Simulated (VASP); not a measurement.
A run of VASP 6.6.1:

The input INCAR:

```
SYSTEM = Bi2H
PREC = Accurate
ENCUT = 520
EDIFF = 1E-6
ISMEAR = 0
SIGMA = 0.05
LREAL = .False.
LASPH = .True.
NELM = 150
ALGO = Normal
ISIF = 2
LWAVE = .False.
LCHARG = .False.
ISPIN = 2
MAGMOM = 0 0 1
LORBIT = 11
LDIPOL = .True.
IDIPOL = 3
DIPOL = 0.5 0.5 0.317
GGA = PE
IVDW = 12
IBRION = 2
NSW = 36
EDIFFG = -0.025
```

The input KPOINTS:

```
regular mesh
0
Gamma
  6 6 1
  0 0 0
```

The input POSCAR:

```
Bi2H
1.0
    4.2790193530      0.0000000000      0.0000000000
   -2.1395096765      3.7057394630      0.0000000000
    0.0000000000      0.0000000000     17.2471505494
Bi H
2 1
Selective dynamics
Direct
    0.3333333333      0.6666666667      0.3332231914  F F F
    0.6666666667      0.3333333333      0.2319223682  F F F
    0.5555555556      1.1111111111      0.3853543483  F F T
```

Potentials or basis: VASP PAW PBE potentials, release 64 (Bi_d, H).

Run with:

```console
$ cat potpaw_PBE.64/Bi_d/POTCAR potpaw_PBE.64/H/POTCAR > POTCAR
$ mpirun -np 1 vasp_std > vasp.out
```

Hardware: 1 thread of Intel(R) Xeon(R) Platinum 8259CL CPU @ 2.50GHz (Skylake/Cascade Lake), with other jobs on the host.

Task: Estimate the wall time of this run.

Result: Run time: 9.7 min on 1 thread of Intel(R) Xeon(R) Platinum 8259CL CPU @ 2.50GHz (Skylake/Cascade Lake), on a shared host, peak memory 0.52 GiB. Counts: scf iterations 57, k points 13, ion steps 5.
